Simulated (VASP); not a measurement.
# Ge (P6_3/mmc) in VASP: single point with r2SCAN

Aim: the single point of Ge with r2SCAN.

Program: VASP 6.6.1. These are calculated values, not measurements. Logs are shortened: lines on timing, memory, paths and dates and some standing lists are left out, and cuts for length are marked.

## 1. The cell of the first run

It takes space group P6_3/mmc (No. 194, hexagonal). Conventional cell: a = 3.998 Å, b = 3.998 Å, c = 6.599 Å, α = 90.00°, β = 90.00°, γ = 120.00°. Within 3.2 Å of Ge (site symmetry 3m) lie 4 Ge at 2.45 to 2.47 Å.

This isn't the form of Ge at room conditions, which is diamond.

## 2. Single point, r2SCAN

The input, POSCAR:

```
Ge
1.0
    3.9975860000      0.0000000000      0.0000000000
   -1.9987930000      3.4620110000      0.0000000000
    0.0000000000      0.0000000000      6.5993780000
Ge
4
Direct
    0.6666666667      0.3333333333      0.0629010000
    0.3333333333      0.6666666667      0.5629010000
    0.6666666667      0.3333333333      0.4370990000
    0.3333333333      0.6666666667      0.9370990000
```

The input, INCAR.step1:

```
SYSTEM = Ge
  PREC = Accurate
  ENCUT = 550
  ISMEAR = -1
  SIGMA = 0.1
  LREAL = .False.
  LASPH = .True.
  NELM = 120
  NBANDS = 36
  GGA = PE
  ALGO = Normal
  EDIFF = 1E-5
  LWAVE = .True.
  LCHARG = .False.
  GGA_COMPAT = .False.
```

The input, INCAR.step2:

```
SYSTEM = Ge
  PREC = Accurate
  ENCUT = 550
  EDIFF = 1E-6
  ISMEAR = -1
  SIGMA = 0.1
  LREAL = .False.
  LASPH = .True.
  NELM = 120
  ALGO = Normal
  ISIF = 2
  LWAVE = .False.
  LCHARG = .True.
  METAGGA = R2SCAN
  LMIXTAU = .True.
  LELF = .True.
  LVHAR = .True.
  NBANDS = 36
  ISTART = 1
  GGA_COMPAT = .False.
```

The input, KPOINTS:

```
regular mesh
0
Gamma
  7 7 4
  0 0 0
```

Potentials or basis: VASP PAW PBE potentials, release 64 (Ge_d).

Command:

```bash
cat potpaw_PBE.64/Ge_d/POTCAR > POTCAR
cp INCAR.step1 INCAR
mpirun -np 1 vasp_std > vasp.out
cp INCAR.step2 INCAR
mpirun -np 1 vasp_std > vasp.out
```

OUTCAR:

```text
SYSTEM = Ge
   PREC = Accurate
   ENCUT = 550
   EDIFF = 1E-6
   ISMEAR = -1
   LREAL = .False.
   LASPH = .True.
   NELM = 120
   ISIF = 2
   METAGGA = R2SCAN
   ISTART = 1

 ion  position               nearest neighbor table
   1  0.667  0.333  0.063-   4 2.45   4 2.45   4 2.45   3 2.47
   2  0.333  0.667  0.563-   3 2.45   3 2.45   3 2.45   4 2.47
   3  0.667  0.333  0.437-   2 2.45   2 2.45   2 2.45   1 2.47
   4  0.333  0.667  0.937-   1 2.45   1 2.45   1 2.45   2 2.47

  LATTYP: Found a hexagonal cell.
 ALAT       =     3.9975860000
 C/A-ratio  =     1.6508407824

  Lattice vectors:

 A1 = (   3.9975860000,   0.0000000000,   0.0000000000)
 A2 = (  -1.9987930000,   3.4620110000,   0.0000000000)
 A3 = (   0.0000000000,   0.0000000000,   6.5993780000)

Analysis of symmetry for initial positions (statically):
=====================================================================
 Subroutine PRICEL returns:
 Original cell was already a primitive cell.

 Routine SETGRP: Setting up the symmetry group for a
 hexagonal supercell.

 Subroutine GETGRP returns: Found 24 space group operations
 (whereof 12 operations were pure point group operations)
 out of a pool of 24 trial point group operations.

The static configuration has the point symmetry D_3d.
 The point group associated with its full space group is D_6h.

Analysis of symmetry for dynamics (positions and initial velocities):
=====================================================================
 Subroutine PRICEL returns:
 Original cell was already a primitive cell.

 Routine SETGRP: Setting up the symmetry group for a
 hexagonal supercell.

 Subroutine GETGRP returns: Found 24 space group operations
 (whereof 12 operations were pure point group operations)
 out of a pool of 24 trial point group operations.

The dynamic configuration has the point symmetry D_3d.
 The point group associated with its full space group is D_6h.

 Subroutine INISYM returns: Found 24 space group operations
 (whereof 12 operations are pure point group operations),
 and found     1 'primitive' translations

----------------------------------------------------------------------------------------

                                     Primitive cell

  volume of cell :      91.3333

  direct lattice vectors                    reciprocal lattice vectors
     3.997586000  0.000000000  0.000000000     0.250150966  0.144424729  0.000000000
    -1.998793000  3.462011000  0.000000000     0.000000000  0.288849458  0.000000000
     0.000000000  0.000000000  6.599378000     0.000000000  0.000000000  0.151529432

  length of vectors
     3.997586000  3.997585974  6.599378000     0.288849456  0.288849458  0.151529432

  position of ions in fractional coordinates (direct lattice)
     0.666666667  0.333333333  0.062901000
     0.333333333  0.666666667  0.562901000
     0.666666667  0.333333333  0.437099000
     0.333333333  0.666666667  0.937099000

  ion indices of the primitive-cell ions
   primitive index   ion index
                 1           1
                 2           2
                 3           3
                 4           4

----------------------------------------------------------------------------------------

 KPOINTS: regular mesh

Automatic generation of k-mesh.
 Grid dimensions read from file:
 generate k-points for:    7    7    4

 Generating k-lattice:

  Cartesian coordinates                     Fractional coordinates (reciprocal lattice)
     0.035735852  0.020632104  0.000000000     0.142857143  0.000000000  0.000000000
     0.000000000  0.041264208  0.000000000     0.000000000  0.142857143  0.000000000
     0.000000000  0.000000000  0.037882358     0.000000000  0.000000000  0.250000000

  Length of vectors
     0.041264208  0.041264208  0.037882358

  Shift w.r.t. Gamma in fractional coordinates (k-lattice)
     0.000000000  0.000000000  0.000000000

 Subroutine IBZKPT returns following result:
 ===========================================

 Found     24 irreducible k-points:

 Following reciprocal coordinates:
            Coordinates               Weight
  0.000000  0.000000  0.000000      1.000000
  0.142857 -0.000000  0.000000      6.000000
  0.285714 -0.000000  0.000000      6.000000
  0.428571 -0.000000  0.000000      6.000000
  0.142857  0.142857  0.000000      6.000000
  0.285714  0.142857  0.000000     12.000000
[... 16 lines left out ...]
  0.428571  0.142857  0.500000      6.000000
  0.285714  0.285714  0.500000      6.000000
   k-points           NKPTS =     24   k-points in BZ     NKDIM =     24   number of bands    NBANDS=     36
   number of dos      NEDOS =    301   number of ions     NIONS =      4
   total plane-waves  NPLWV =  51200
   dimension x,y,z NGX =    32 NGY =   32 NGZ =   50
   dimension x,y,z NGXF=    64 NGYF=   64 NGZF=  100
   ions per type =               4
   NGX,Y,Z   is equivalent  to a cutoff of  13.31, 13.31, 12.60 a.u.
   NGXF,Y,Z  is equivalent  to a cutoff of  26.62, 26.62, 25.19 a.u.
 SYSTEM =  Ge
   PREC   = accura    normal or accurate (medium, high low for compatibility)
   ISTART =      1    job   : 0-new  1-cont  2-samecut
   ICHARG =      0    charge: 1-file 2-atom 10-const
   ISPIN  =      1    spin polarized calculation?
   LNONCOLLINEAR =      F non collinear calculations
   LSORBIT =      F    spin-orbit coupling
   LASPH  =      T    aspherical Exc in radial PAW
   ENCUT  =  550.0 eV  40.42 Ry    6.36 a.u.   7.64  7.64 12.62*2*pi/ulx,y,z
   NELM   =    120;   NELMIN=  2; NELMDL=  0     # of ELM steps
   EDIFF  = 0.1E-05   stopping-criterion for ELM
   LREAL  =      F    real-space projection
   EDIFFG = 0.1E-04   stopping-criterion for IOM
   NSW    =      0    number of steps for IOM
   IBRION =     -1    ionic relax: 0-MD 1-quasi-New 2-CG
   NFREE  =      0    steps in history (QN), initial steepest desc. (CG)
   ISIF   =      2    stress and relaxation
   ISYM   =      2    0-nonsym 1-usesym 2-fastsym
   POTIM  = 0.5000    time-step for ionic-motion
   TEBEG  =    0.0;   TEEND  =   0.0 temperature during run
   PSTRESS=    0.0 pullay stress
   NELECT =      56.0000    total number of electrons
   NUPDOWN=      -1.0000    fix difference up-down
   EMIN   =  10.00;   EMAX   =-10.00  energy-range for DOS
   EFERMI =   0.00;   METHOD = LEGACY
   ISMEAR =    -1;   SIGMA  =   0.10  broadening in eV -4-tet -1-fermi 0-gaus
   EFERMI_NEDOS =   21; number of points for ismear=-14 and -15
   IALGO  =     38    algorithm
   IMIX   =      4    mixing-type and parameters
     AMIX     =   0.40;   BMIX     =  1.00
     AMIX_MAG =   1.60;   BMIX_MAG =  1.00
  volume/ion in A,a.u.               =      22.83       154.09
  Fermi-wavevector in a.u.,A,eV,Ry     =   1.390788  2.628209 26.317649  1.934293
  Thomas-Fermi vector in A             =   2.514690
   LORBIT       =      0    0 simple, 1 ext, 2 COOP (PROOUT), +10 PAW based schemes
   METAGGA = R2SCAN    functional components
   LHFCALC =     F    Hartree Fock is set to
   AEXX    =    0.0000 exact exchange contribution
   IVDW    =     0    specifies the selected vdW correction
   LEPSILON=     F    determine dielectric tensor
   LRPA    =     F    only Hartree local field effects (RPA)
 non-spin polarized calculation
  energy-cutoff  :      550.00
  volume of cell :       91.33
 maximum number of plane-waves:      2702
 NGX is ok and might be reduce to    32
   NGX = 15   NGY = 15   NGZ = 25

 number of electron      55.9999979 magnetization

 Free energy of the ion-electron system (eV)
  ---------------------------------------------------
  ext. energy  EPLUGINS =         0.00000000
  ---------------------------------------------------
  free energy    TOTEN  =       -55.40549055 eV

  energy without entropy =      -55.40069771  energy(sigma->0) =      -55.40309413

 E-fermi :   4.9425     XC(G=0): -10.7692

 val. band max:        4.8952454291   @ k =   0.0000   0.0000   0.0000
 cond. band min:       4.9604555375   @ k =   0.0000   0.0000   0.0000
 fundamental gap:      0.0652101084
 Fermi energy:         4.9424555811

 k-point     1 :       0.0000    0.0000    0.0000
  band No.  band energies     occupation
      1     -20.8010      2.00000
      2     -20.8010      2.00000
      3     -20.7618      2.00000
      4     -20.7608      2.00000
      5     -20.7608      2.00000
      6     -20.7486      2.00000
[... 28 lines left out ...]
     35       9.5958      0.00000
     36      11.4757      0.00000

 k-point     2 :       0.1429   -0.0000    0.0000
  band No.  band energies     occupation
      1     -20.8122      2.00000
      2     -20.8048      2.00000
      3     -20.7729      2.00000
      4     -20.7674      2.00000
      5     -20.7604      2.00000
      6     -20.7352      2.00000
[... 28 lines left out ...]
     35      10.4920      0.00000
     36      11.1956      0.00000

 k-point     3 :       0.2857   -0.0000    0.0000
  band No.  band energies     occupation
      1     -20.8212      2.00000
      2     -20.8093      2.00000
      3     -20.7893      2.00000
      4     -20.7771      2.00000
      5     -20.7534      2.00000
      6     -20.7223      2.00000
[... 28 lines left out ...]
     35      12.1094      0.00000
     36      12.3098      0.00000
[... 742 lines left out ...]
 k-point    23 :       0.4286    0.1429    0.5000
  band No.  band energies     occupation
      1     -20.8076      2.00000
      2     -20.8076      2.00000
      3     -20.7934      2.00000
      4     -20.7934      2.00000
      5     -20.7305      2.00000
      6     -20.7305      2.00000
[... 28 lines left out ...]
     35      13.2865      0.00000
     36      13.2865      0.00000

 k-point    24 :       0.2857    0.2857    0.5000
  band No.  band energies     occupation
      1     -20.8149      2.00000
      2     -20.8149      2.00000
      3     -20.7935      2.00000
      4     -20.7935      2.00000
      5     -20.7270      2.00000
      6     -20.7270      2.00000
[... 28 lines left out ...]
     35      11.2715      0.00000
     36      11.2715      0.00000

------------------------ aborting loop because EDIFF is reached ----------------------------------------

  FORCE on cell =-STRESS in cart. coord.  units (eV):
  Direction    XX          YY          ZZ          XY          YZ          ZX
  --------------------------------------------------------------------------------------
  -------------------------------------------------------------------------------------
  Total        0.0621683      0.0621683     -0.0066666      0.0000000     -0.0000000      0.0000000
  in kB        1.0905623      1.0905623     -0.1169465      0.0000000     -0.0000000      0.0000000
  external PRESSURE =       0.6880593 kB  Pullay stress =       0.0000000 kB

 VOLUME and BASIS-vectors are now :
 -----------------------------------------------------------------------------
  energy-cutoff  :      550.00
  volume of cell :       91.33
      direct lattice vectors                 reciprocal lattice vectors
     3.997586000  0.000000000  0.000000000     0.250150966  0.144424729  0.000000000
    -1.998793000  3.462011000  0.000000000     0.000000000  0.288849458  0.000000000
     0.000000000  0.000000000  6.599378000     0.000000000  0.000000000  0.151529432

 POSITION                                       TOTAL-FORCE (eV/Angst)
 -----------------------------------------------------------------------------------
      1.99879      1.15400      0.41511         0.000000     -0.000000      0.007109
     -0.00000      2.30801      3.71480        -0.000000      0.000000      0.007109
      1.99879      1.15400      2.88458        -0.000000     -0.000000     -0.007109
     -0.00000      2.30801      6.18427         0.000000      0.000000     -0.007109
 -----------------------------------------------------------------------------------
    total drift:                                0.000000     -0.000000      0.000000

  FREE ENERGIE OF THE ION-ELECTRON SYSTEM (eV)
  ---------------------------------------------------
  free  energy   TOTEN  =       -55.4054905487 eV

  energy  without entropy=      -55.4006977074  energy(sigma->0) =      -55.40309413
```

It took 6.6 min on 1 thread of Intel Xeon 8259CL, shared host; peak memory 0.25 GiB.

Results:

| Quantity | Value |
| --- | --- |
| Free energy | -55.4055 eV |
| Pressure | 0.1 GPa |
| Largest force | 0.007 eV/Å |
| Band gap on the k mesh | 0.07 eV |

Forces on the atoms (eV/Å):
```
Ge   0.000  0.000  0.007
Ge   0.000  0.000  0.007
Ge   0.000  0.000 -0.007
Ge   0.000  0.000 -0.007
```

Levels at points of the mesh, in eV from the valence-band top:
```tsv
k point	band 26	band 27	band 28	band 29	band 30	band 31
(0.00, 0.00, 0.00)	-0.29	0.00	0.00	0.07	0.24	2.30
(0.00, 0.00, 0.50)	-1.02	-1.02	-1.02	0.85	0.85	3.46
```

Caveat: the PAW data sets were made with another functional, which shifts forces and pressure a little. A k mesh can miss the band edges.
